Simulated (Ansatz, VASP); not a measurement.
## Two plane-wave programs on TiSi2

```
Ti Si
1.0
     0.00000    4.19877    4.34508
     2.43331    0.00000    4.34508
     2.43331    4.19877    0.00000
Ti Si
2 4
Direct
  0.75000 0.75000 0.75000
  0.50000 0.50000 0.50000
  0.08710 0.41290 0.08710
  0.41290 0.08710 0.41290
  0.16290 0.83710 0.16290
  0.83710 0.16290 0.83710
```

Change from the starting cell: volume scaled by 1.06, ions relaxed.

Alike in both runs: functional PBE; k mesh 13 × 13 × 13; occupations fermi-dirac, width 0.05 eV; no spin polarisation.

Ansatz relaxed the structure, and its values are those at the end. VASP's run is a single point on that final structure, the one shown.

```csv
,VASP,Ansatz
version,VASP 6.6.1,Ansatz 0.2.0
potentials or method,"VASP PAW PBE potentials, release 64 (Ti_sv, Si)","plane-wave PAW, scalar-relativistic"
plane-wave cutoff (eV),520,420
valence electrons in the cell,40,40
```

```csv
,VASP,Ansatz,Ansatz less VASP
pressure (GPa),-5.6,-5.6,-0.01
rms of the force components (eV/Å),0.006,0.006,-0.0003
```

Ansatz's warnings: stress scf threshold loose.
